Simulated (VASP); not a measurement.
**KI: phonons with PBE+D3(BJ)**

Crystal: KI.

```
CELL_PARAMETERS angstrom
2.99368 -2.99509 0.00000
2.99368 2.99509 0.00000
0.00000 0.00000 4.23452
ATOMIC_POSITIONS crystal
K 0.00000 0.00000 0.00000
I 0.50000 0.50000 0.50000
```

* Program: VASP 6.6.1
* Task: phonons
* Functional: PBE
* Dispersion: D3(BJ)
* Potentials or basis: VASP PAW PBE potentials, release 64 (K_sv, I)
* Cutoff: 520 eV
* k mesh: 6 × 6 × 6
* Occupations: gaussian, width 0.01 eV
* Spin: no spin polarisation
* Dipole correction: no
* Further INCAR settings: ALGO = Normal; EDIFF = 1e-08; NBANDS = 15; IBRION = 6; POTIM = 0.015; NSW = 1

```
Highest phonon frequency at Γ, LO-TO splitting left out : 83 cm⁻¹
Dispersion energy per atom                              : -0.269 eV
```

Phonon frequencies in cm⁻¹ (negative: imaginary):
```tsv
q point	frequencies
(0.000, 0.000, 0.000)	0 0 0 82 82 83
```

Run time: 6 min on 1 thread of Oxide Virtual Turin-like Processor, with other jobs on the host, peak memory 0.22 GiB.
